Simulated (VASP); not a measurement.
BaBi6O10, 17 atoms in the cell. The cell holds a disordered packing, 17 atoms: a = 6.915 Å, b = 6.554 Å, c = 6.709 Å, α = 89.03°, β = 95.07°, γ = 83.79°. 

```yaml
Program: VASP 6.6.1
Task: molecular dynamics
Functional: PBE
Potentials_or_basis: VASP PAW PBE potentials, release 64 (Bi_d, O, Ba_sv)
Cutoff: 520 eV
k_mesh: 1 × 1 × 1
Occupations: fermi-dirac, width 0.2111 eV
Spin: no spin polarisation
Dipole_correction: no
Further_INCAR_settings: LREAL = Auto; ALGO = Normal; EDIFF = 1e-05; NBANDS = 94; ISYM = 0; IBRION = 0; POTIM = 2.0; NSW = 40
```

Potentials or basis: VASP PAW PBE potentials, release 64 (Bi_d, O, Ba_sv).

Run with:

```sh
$ cat potpaw_PBE.64/Bi_d/POTCAR potpaw_PBE.64/O/POTCAR potpaw_PBE.64/Ba_sv/POTCAR > POTCAR
$ mpirun -np 1 vasp_gam > vasp.out
```

Hardware: 1 thread of Intel(R) Xeon(R) Platinum 8488C (Sapphire Rapids), with other jobs on the host.

Problem. Estimate the wall time of this run.

Solution. Wall time 19 min on 1 thread of Intel(R) Xeon(R) Platinum 8488C (Sapphire Rapids), with other jobs on the host, peak memory 0.41 GiB. Counts: scf iterations 347, k points 1, ion steps 40.
